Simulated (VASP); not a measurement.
Here is a VASP 6.6.1 calculation.

File INCAR:

```
SYSTEM = NdAg3Sb2
PREC = Accurate
ENCUT = 500
EDIFF = 1E-6
ISMEAR = 0
SIGMA = 0.1
LREAL = .FALSE.
LASPH = .TRUE.
NELM = 200
ALGO = Normal
ISIF = 2
LWAVE = .FALSE.
LCHARG = .TRUE.
GGA = PE
LELF = .TRUE.
LVHAR = .TRUE.
NBANDS = 36
GGA_COMPAT = .FALSE.
LMAXMIX = 6
```

The input KPOINTS:

```
Automatic mesh
0
G
  6 6 2
  0 0 0
```

The input POSCAR:

```
NdAg3Sb2
1.0
    5.5535473826      0.0000000000      0.0000000000
   -2.7767736913      4.8095131145      0.0000000000
    0.0000000000      0.0000000000     11.2455235727
Nd Ag Sb
1 3 2
Direct
    0.0000000000      0.0000000000      0.5000000000
    0.0000000000      0.0000000000      0.2364994430
    0.0000000000      0.0000000000      0.7635005570
    0.0000000000      0.0000000000      0.0000000000
    0.3333333333      0.6666666667      0.5000000000
    0.6666666667      0.3333333333      0.5000000000
```

Potentials or basis: VASP PAW PBE potentials, release 64 (Nd_3, Ag, Sb), 4f in core.

Command:

```bash
$ cat potpaw_PBE.64/Nd_3/POTCAR potpaw_PBE.64/Ag/POTCAR potpaw_PBE.64/Sb/POTCAR > POTCAR
$ mpirun -np 1 vasp_std > vasp.out
```

**Question.** What does it give for the largest force?

**Answer.** 0.020 eV/Å.

**Question.** Estimate the pressure.

**Answer.** 0.2 GPa.

Stress tensor (GPa, compression positive):
```
0.18 0.00 0.00
0.00 0.18 0.00
0.00 0.00 0.09
```

Caveat: spin-orbit coupling is left out, which moves the levels of the heavy elements; the 4f electrons are frozen in the core, so they carry no moment and show no levels. Spin polarisation is off, so any magnetic state and its effect on volume and gap are missing.
